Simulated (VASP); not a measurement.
Write the native input for VASP 6.6.1 that does the following.

```
Task                   : single point
Functional             : PBE
Potentials or basis    : VASP PAW PBE potentials, release 64 (Al, Ru_pv)
Cutoff                 : 520 eV
k mesh                 : 5 × 5 × 5
Occupations            : gaussian, width 0.2 eV
Spin                   : no spin polarisation
Dipole correction      : no
Further INCAR settings : ALGO = Normal; EDIFF = 1e-07; NBANDS = 36
```

The structure of Al4Ru3 lies in POSCAR:

```
Al4Ru3
1.0
    2.1172020420      1.2223671689      6.7741978447
   -2.1172020420      1.2223671689      6.7741978447
    0.0000000000     -2.4447343377      6.7741978447
Al Ru
4 3
Direct
    0.6263275193      0.6263275193      0.6263275193
    0.3736724807      0.3736724807      0.3736724807
    0.1227012960      0.1227012960      0.1227012960
    0.8772987040      0.8772987040      0.8772987040
    0.7489761522      0.7489761522      0.7489761522
    0.2510238478      0.2510238478      0.2510238478
    0.5000000000      0.5000000000      0.5000000000
```

The input as run:

INCAR

```
PREC     = Accurate       # precision mode
ENCUT    = 520            # plane-wave cutoff, eV
EDIFF    = 1E-7           # SCF threshold, eV
ISMEAR   = 0              # smearing method
SIGMA    = 0.2            # smearing width, eV
LREAL    = False          # projectors in reciprocal space
LASPH    = True           # aspherical terms in the spheres
NELM     = 100            # most SCF steps
ALGO     = Normal         # electronic algorithm
ISIF     = 2              # what is computed and relaxed
LWAVE    = False          # write WAVECAR
LCHARG   = False          # write CHGCAR
GGA      = PE             # functional
NBANDS   = 36             # bands
```

KPOINTS

```
Automatic mesh
0
Gamma
  5 5 5
```

Potentials or basis: VASP PAW PBE potentials, release 64 (Al, Ru_pv).

Run with:

```sh
$ cat potpaw_PBE.64/Al/POTCAR potpaw_PBE.64/Ru_pv/POTCAR > POTCAR
$ mpirun -np 1 vasp_std > vasp.out
```

It gave:

```json
{
  "Pressure": "0.1 GPa",
  "Largest force": "0.015 eV/Å",
  "Band gap on the k mesh": "zero (bands 27 and 28 overlap by 1.34 eV)"
}
```

Wall time 5.9 min on 1 thread of Intel(R) Xeon(R) Platinum 8375C CPU @ 2.90GHz (Ice Lake), with other jobs on the host, peak memory 0.41 GiB.
